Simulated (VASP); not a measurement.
**Y16HCO: single point with PBE**

Y16HCO, a slab with vacuum:

```
CELL_PARAMETERS angstrom
7.30000 0.00000 0.00000
3.65000 6.32198 0.00000
0.00000 0.00000 21.60122
ATOMIC_POSITIONS crystal
Y 0.83333 0.33333 0.04629
Y 0.33333 0.33333 0.04629
Y 0.83333 0.83333 0.04629
Y 0.33333 0.83333 0.04629
Y 0.00236 0.99940 0.17497
Y 0.50168 0.99867 0.17592
Y 0.00069 0.49774 0.17581
Y 0.49562 0.50221 0.17585
Y 0.81315 0.33738 0.30623
Y 0.33157 0.32832 0.31151
Y 0.84298 0.82980 0.30859
Y 0.33463 0.83839 0.31544
Y 0.99551 0.01245 0.44995
Y 0.53801 0.97336 0.45029
Y 0.98705 0.48187 0.43041
Y 0.42756 0.53183 0.45196
C 0.87229 0.79369 0.48069
H 0.12681 0.98971 0.53747
O 0.09389 0.67266 0.48710
```

* Program: VASP 6.6.1
* Task: single point
* Functional: PBE
* Potentials or basis: VASP PAW PBE potentials, release 64 (Y_sv, C, H, O)
* Cutoff: 520 eV
* k mesh: 3 × 3 × 1
* Occupations: gaussian, width 0.05 eV
* Spin: no spin polarisation

The largest force is 0.786 eV/Å and the band gap on the k mesh is zero (an odd number of electrons rules out a gap without spin polarisation).

Forces in eV/Å, atoms in the order of the input:
```
Y   -0.035  0.005  0.032
Y    0.030  0.032  0.014
Y    0.008 -0.005  0.116
Y   -0.016 -0.014  0.024
Y    0.006 -0.013  0.016
Y    0.005 -0.008  0.012
Y    0.006 -0.002  0.008
Y   -0.002 -0.005 -0.003
Y   -0.016 -0.014 -0.031
Y   -0.006 -0.001 -0.010
Y   -0.024 -0.009  0.037
Y   -0.032 -0.011  0.035
Y   -0.109 -0.025 -0.080
Y   -0.156 -0.043  0.056
Y   -0.052 -0.072 -0.016
Y   -0.107 -0.020  0.020
C   -0.278  0.068 -0.019
H    0.708  0.239 -0.246
O    0.070 -0.100  0.036
```

Levels at points of the mesh, in eV from the Fermi level:
```csv
k point,band 91,band 92,band 93,band 94,band 95,band 96
"(0.00, 0.00, 0.00)",-0.31,-0.17,-0.04,-0.02,0.01,0.08
```

It took 57 min on 1 thread of Intel(R) Xeon(R) Platinum 8375C CPU @ 2.90GHz (Ice Lake), with other jobs on the host, peak memory 1.2 GiB.

Caveat: there is no dipole correction, which matters where the two faces differ.
